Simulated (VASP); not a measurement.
# NaCl (Pm-3m) in VASP: further runs, part 2 of 2

VASP 6.6.1.

## (4) Single point, LDA

This run uses another cell than the first one, of 19.14 Å³/atom, 0.891 times its volume.

INCAR reads:

```
PREC     = Accurate       # precision mode
ENCUT    = 520            # plane-wave cutoff, eV
EDIFF    = 1E-7           # SCF threshold, eV
ISMEAR   = -1             # smearing method
SIGMA    = 0.05           # smearing width, eV
LREAL    = False          # projectors in reciprocal space
LASPH    = True           # aspherical terms in the spheres
NELM     = 60             # most SCF steps
ALGO     = Normal         # electronic algorithm
ISIF     = 2              # what is computed and relaxed
LWAVE    = False          # write WAVECAR
LCHARG   = False          # write CHGCAR
GGA      = CA             # functional
NBANDS   = 14             # bands
```

KPOINTS reads:

```
Automatic mesh
0
Gamma
  8 8 8
```

POSCAR reads:

```
NaCl
1.0
    3.3701284256      0.0000000000      0.0000000000
    0.0000000000      3.3701284256      0.0000000000
    0.0000000000      0.0000000000      3.3701284256
Cl Na
1 1
Direct
    0.5000000000      0.5000000000      0.5000000000
    0.0000000000      0.0000000000      0.0000000000
```

Potentials or basis: VASP PAW LDA potentials, release 64 (Cl, Na_pv).

The run is started by

```
> cat potpaw_LDA.64/Cl/POTCAR potpaw_LDA.64/Na_pv/POTCAR > POTCAR
> mpirun -np 1 vasp_std > vasp.out
```

OUTCAR:

```text
PREC = Accurate
   ENCUT = 520
   EDIFF = 1E-7
   ISMEAR = -1
   LREAL = False
   LASPH = True
   NELM = 60
   ISIF = 2
   GGA = CA

 ion  position               nearest neighbor table
   1  0.500  0.500  0.500-
   2  0.000  0.000  0.000-

  LATTYP: Found a simple cubic cell.
 ALAT       =     3.3701284256

  Lattice vectors:

 A1 = (   3.3701284256,   0.0000000000,   0.0000000000)
 A2 = (   0.0000000000,   3.3701284256,   0.0000000000)
 A3 = (   0.0000000000,   0.0000000000,   3.3701284256)

Analysis of symmetry for initial positions (statically):
=====================================================================
 Subroutine PRICEL returns:
 Original cell was already a primitive cell.

 Routine SETGRP: Setting up the symmetry group for a
 simple cubic supercell.

 Subroutine GETGRP returns: Found 48 space group operations
 (whereof 48 operations were pure point group operations)
 out of a pool of 48 trial point group operations.

The static configuration has the point symmetry O_h .

Analysis of symmetry for dynamics (positions and initial velocities):
=====================================================================
 Subroutine PRICEL returns:
 Original cell was already a primitive cell.

 Routine SETGRP: Setting up the symmetry group for a
 simple cubic supercell.

 Subroutine GETGRP returns: Found 48 space group operations
 (whereof 48 operations were pure point group operations)
 out of a pool of 48 trial point group operations.

The dynamic configuration has the point symmetry O_h .

 Subroutine INISYM returns: Found 48 space group operations
 (whereof 48 operations are pure point group operations),
 and found     1 'primitive' translations

[... 111 lines left out ...]
   IALGO  =     38    algorithm
   IMIX   =      4    mixing-type and parameters
     AMIX     =   0.40;   BMIX     =  1.00
     AMIX_MAG =   1.60;   BMIX_MAG =  1.00
  volume/ion in A,a.u.               =      19.14       129.15
  Fermi-wavevector in a.u.,A,eV,Ry     =   1.170769  2.212432 18.649493  1.370699
  Thomas-Fermi vector in A             =   2.307222
   LORBIT       =      0    0 simple, 1 ext, 2 COOP (PROOUT), +10 PAW based schemes
   GGA     = CA    functional components
   LHFCALC =     F    Hartree Fock is set to
   AEXX    =    0.0000 exact exchange contribution
   IVDW    =     0    specifies the selected vdW correction
   LEPSILON=     F    determine dielectric tensor
   LRPA    =     F    only Hartree local field effects (RPA)
 non-spin polarized calculation
  energy-cutoff  :      520.00
  volume of cell :       38.28
 maximum number of plane-waves:      1064
 NGX is ok and might be reduce to    28
   NGX = 13   NGY = 13   NGZ = 13

 number of electron      14.0000013 magnetization

 Free energy of the ion-electron system (eV)
  ---------------------------------------------------
  ext. energy  EPLUGINS =         0.00000000
  ---------------------------------------------------
  free energy    TOTEN  =        -7.12260741 eV

  energy without entropy =       -7.12260741  energy(sigma->0) =       -7.12260741

 E-fermi :   2.0927     XC(G=0):  -9.4701

 val. band max:        1.0843175469   @ k =   0.5000   0.5000   0.0000
 cond. band min:       5.0940774346   @ k =   0.0000   0.0000   0.0000
 fundamental gap:      4.0097598876
 Fermi energy:         2.0927417319

 k-point     1 :       0.0000    0.0000    0.0000
  band No.  band energies     occupation
      1     -20.8503      2.00000
      2     -20.8503      2.00000
      3     -20.8503      2.00000
      4     -12.6756      2.00000
      5       0.4709      2.00000
      6       0.4709      2.00000
      7       0.4709      2.00000
      8       5.0941      0.00000
      9       9.2076      0.00000
     10       9.2076      0.00000
     11      17.3177      0.00000
     12      17.3177      0.00000
     13      17.3178      0.00000
     14      17.4480      0.00000
[... 377 lines left out ...]
      1     -20.9027      2.00000
      2     -20.8921      2.00000
      3     -20.8475      2.00000
      4     -11.8161      2.00000
      5      -1.7613      2.00000
      6      -1.3361      2.00000
      7       0.6138      2.00000
      8       6.8476      0.00000
      9      10.6033      0.00000
     10      10.8427      0.00000
     11      12.1939      0.00000
     12      14.9114      0.00000
     13      14.9926      0.00000
     14      18.1292      0.00000

 [... further k-points ...]
[... 5 lines left out ...]
  --------------------------------------------------------------------------------------
  -------------------------------------------------------------------------------------
  Total       -0.0175370     -0.0175370     -0.0175370      0.0000000     -0.0000000      0.0000000
  in kB       -0.7340525     -0.7340525     -0.7340525      0.0000000     -0.0000000      0.0000000
  external PRESSURE =      -0.7340525 kB  Pullay stress =       0.0000000 kB

 VOLUME and BASIS-vectors are now :
 -----------------------------------------------------------------------------
  energy-cutoff  :      520.00
  volume of cell :       38.28
      direct lattice vectors                 reciprocal lattice vectors
     3.370128426  0.000000000  0.000000000     0.296724597  0.000000000  0.000000000
     0.000000000  3.370128426  0.000000000     0.000000000  0.296724597  0.000000000
     0.000000000  0.000000000  3.370128426     0.000000000  0.000000000  0.296724597

 POSITION                                       TOTAL-FORCE (eV/Angst)
 -----------------------------------------------------------------------------------
      1.68506      1.68506      1.68506         0.000000      0.000000      0.000000
      0.00000      0.00000      0.00000         0.000000      0.000000      0.000000
 -----------------------------------------------------------------------------------
    total drift:                               -0.000000      0.000000      0.000000

  FREE ENERGIE OF THE ION-ELECTRON SYSTEM (eV)
  ---------------------------------------------------
  free  energy   TOTEN  =        -7.1226074091 eV

  energy  without entropy=       -7.1226074090  energy(sigma->0) =       -7.12260741
```

stdout:

```text
POSCAR found type information on POSCAR ClNa
 POSCAR found :  2 types and       2 ions
 scaLAPACK will be used
 LDA part: xc-table for (Slater(with rela. corr.)+CA(PZ))
 , standard interpolation
 POSCAR, INCAR and KPOINTS ok, starting setup
 FFT: planning ... GRIDC
 FFT: planning ... GRID_SOFT
 FFT: planning ... GRID
 WAVECAR not read
 entering main loop
```

Wall time 16 s (1 thread of Intel Xeon 6975P-C, shared host); peak memory 0.14 GiB.

Results:

| Item | Value |
| --- | --- |
| Free energy | -7.1226 eV |
| Pressure | -0.1 GPa |
| Band gap on the k mesh | 4.01 eV, indirect (least direct gap 4.62 eV) |

A k mesh can miss the band edges.

## (5) Single point, BLYP

INCAR reads:

```
SYSTEM = NaCl
  AGGAC = 1.0
  AGGAX = 1.0
  ALDAC = 0.0
  ALDAX = 1.0
  ALGO = Normal
  EDIFF = 1E-6
  ENCUT = 520
  GGA = B5
  ISIF = 2
  ISMEAR = -1
  LASPH = .TRUE.
  LCHARG = .FALSE.
  LREAL = .FALSE.
  LWAVE = .FALSE.
  NBANDS = 14
  NELM = 80
  PREC = Accurate
  SIGMA = 0.05
```

KPOINTS reads:

```
k-points
0
G
  8 8 8
  0 0 0
```

POSCAR reads:

```
NaCl
1.0
    3.5021900000      0.0000000000      0.0000000000
    0.0000000000      3.5021900000      0.0000000000
    0.0000000000      0.0000000000      3.5021900000
Cl Na
1 1
Direct
    0.5000000000      0.5000000000      0.5000000000
    0.0000000000      0.0000000000      0.0000000000
```

Potentials or basis: VASP PAW PBE potentials, release 64 (Cl, Na_pv).

The run is started by

```
> cat potpaw_PBE.64/Cl/POTCAR potpaw_PBE.64/Na_pv/POTCAR > POTCAR
> mpirun -np 1 vasp_std > vasp.out
```

Run time: 20 s. Hardware: 1 thread of Intel Xeon 6975P-C, shared host; peak memory 0.16 GiB.

The run converged. Its results:

```
Free energy            : -6.0379 eV
Pressure               : 1.0 GPa
Band gap on the k mesh : 4.04 eV, indirect (least direct gap 4.53 eV)
```

Levels at points of the mesh, in eV from the valence-band top:
```tsv
k point	band 3	band 4	band 5	band 6	band 7	band 8	band 9	band 10	band 11	band 12
(0.00, 0.00, 0.00)	-22.38	-13.34	-0.49	-0.49	-0.49	4.04	8.71	8.71	15.61	15.61
(0.50, 0.00, 0.00)	-22.37	-12.99	-2.91	-0.26	-0.26	7.02	8.59	10.57	11.81	11.81
(0.50, 0.50, 0.00)	-22.37	-12.72	-2.24	-2.24	0.00	5.58	9.92	11.15	11.15	12.59
(0.50, 0.50, 0.50)	-22.40	-12.45	-1.83	-1.83	-1.83	7.22	7.22	7.22	11.46	15.90
```

Caveat: the PAW data sets were made with another functional, which shifts forces and pressure a little. A k mesh can miss the band edges.

## (6) Overview

| level | potentials or basis | cell | k mesh | grid for exact exchange (PRECFOCK) | screening parameter | gap on the mesh (eV) | pressure (GPa) |
| --- | --- | --- | --- | --- | --- | --- | --- |
| B3LYP | VASP PAW PBE potentials, release 64 (Cl, Na_pv) | a = 3.502 Å, 2 atoms | 4 × 4 × 4 | Normal | - | 5.66 | 0.3 |
| HSE06 | VASP PAW PBE potentials, release 64 (Cl, Na_pv) | a = 3.502 Å, 2 atoms | 4 × 4 × 4 | Normal | 0.2079 1/Å | 5.29 | -0.4 |
| LDA | VASP PAW LDA potentials, release 64 (Cl, Na_pv) | a = 3.370 Å, 2 atoms | 8 × 8 × 8 | - | - | 4.01 | -0.1 |
| BLYP | VASP PAW PBE potentials, release 64 (Cl, Na_pv) | a = 3.502 Å, 2 atoms | 8 × 8 × 8 | - | - | 4.04 | 1.0 |

Alike in all rows: task single point; no spin polarisation; cutoff (eV) 520; smearing fermi-dirac 0.05 eV.

Caveats: some runs use coarse meshes; the PAW data sets were made with another functional, which shifts forces and pressure a little (some runs).

Total energies depend on the potentials used, so only differences within one code and one set of settings carry meaning.
